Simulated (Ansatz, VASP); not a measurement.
## Hf7TaO16 in VASP and in Ansatz

```
Ta Hf O
1.0
     0.00000    5.11500    5.11500
     5.11500    0.00000    5.11500
     5.11500    5.11500    0.00000
Ta Hf O
1 7 16
Direct
  0.00000 0.00000 0.00000
  0.00000 0.00000 0.50000
  0.00000 0.50000 0.00000
  0.00000 0.50000 0.50000
  0.50000 0.00000 0.00000
  0.50000 0.00000 0.50000
  0.50000 0.50000 0.00000
  0.50000 0.50000 0.50000
  0.12404 0.12404 0.12404
  0.12404 0.12404 0.62788
  0.12404 0.62788 0.12404
  0.12384 0.62539 0.62539
  0.62788 0.12404 0.12404
  0.62539 0.12384 0.62539
  0.62539 0.62539 0.12384
  0.62539 0.62539 0.62539
  0.37461 0.37461 0.37461
  0.37461 0.37461 0.87616
  0.37461 0.87616 0.37461
  0.37212 0.87596 0.87596
  0.87616 0.37461 0.37461
  0.87596 0.37212 0.87596
  0.87596 0.87596 0.37212
  0.87596 0.87596 0.87596
```

Alike in both runs: functional PBE; k mesh 3 × 3 × 3; occupations fermi-dirac, width 0.01 eV; collinear spin.

Ansatz relaxed the structure, and its values are those at the end. VASP's run is a single point on that final structure, the one shown.

|  | VASP | Ansatz |
| --- | --- | --- |
| version | VASP 6.6.1 | Ansatz 0.2.0 |
| potentials or method | VASP PAW PBE potentials, release 64 (Ta_pv, Hf_pv, O) | plane-wave PAW, scalar-relativistic |
| plane-wave cutoff (eV) | 520 | 420 |
| valence electrons in the cell | 177 | 291 |

```tsv
	VASP	Ansatz	Ansatz less VASP
pressure (GPa)	-6.9	-3.8	+3.03
rms of the force components (eV/Å)	0.041	0.008	-0.0328
net moment per atom (μB)	0.04	0.04	0.000
size of the moment on the site where the two differ most (μB)	0.74	0.48	-0.261
```

Site moments also hang on the region over which each program counts them. VASP's potentials hold 177 valence electrons a cell and Ansatz's 291, so a difference there can come from the potentials and not from the codes. Ansatz's warnings: stress scf threshold loose.

Neither program's run includes spin-orbit coupling.
